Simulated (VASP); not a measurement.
CdSe:

```
Cd Se
1.0
     4.30000    0.00000    0.00000
    -2.15000    3.72391    0.00000
     0.00000    0.00000    7.02000
Cd Se
2 2
Cartesian
  2.1500 1.2413 3.5100
  0.0000 2.4826 0.0000
  2.1500 1.2413 6.2127
  0.0000 2.4826 2.7027
```

* Program: VASP 6.6.1
* Task: relaxation of cell and atoms
* Functional: RPBE
* Potentials or basis: VASP PAW PBE potentials, release 64 (Cd, Se)
* Cutoff: 600 eV
* k mesh: 7 × 7 × 4
* Occupations: fermi-dirac, width 0.05 eV
* Spin: no spin polarisation

At the start: pressure 5.3 GPa; volume 28.10 Å³/atom.

Task: Where does the relaxation end?

Result: Over 8 steps the energy falls by 50.3 meV/atom and the volume is 31.18 Å³/atom (+11.0 %); space group P6_3mc (No. 186, to 0.1 Å) before and after.

The path:
| step | energy change (eV) | largest force (eV/Å) | pressure (GPa) | volume (Å³) |
| --- | --- | --- | --- | --- |
| 1 | 0.0000 | 0.2969 | 5.26 | 112.41 |
| 2 | -0.1872 | 0.0434 | -0.96 | 128.09 |
| 3 | -0.1974 | 0.0768 | 0.00 | 124.78 |
| 4 | -0.1974 | 0.0739 | -0.08 | 125.04 |
| 5 | -0.1985 | 0.0568 | -0.07 | 124.98 |
| 6 | -0.2004 | 0.0031 | -0.01 | 124.82 |
| 7 | -0.2006 | 0.0202 | 0.00 | 124.76 |
| 8 | -0.2012 | 0.0026 | 0.01 | 124.72 |

Final structure:
```xyz
4
Lattice="4.4510 0.0000 0.0000 -2.2255 3.8547 0.0000 0.0000 0.0000 7.2692" Properties=species:S:1:pos:R:3 pbc="T T T"
Cd    2.2255    1.2849    3.6680
Cd    0.0000    2.5698    0.0334
Se    2.2255    1.2849    6.3999
Se    0.0000    2.5698    2.7653
```

Caveat: the PAW data sets were made with another functional, which shifts forces and pressure a little.
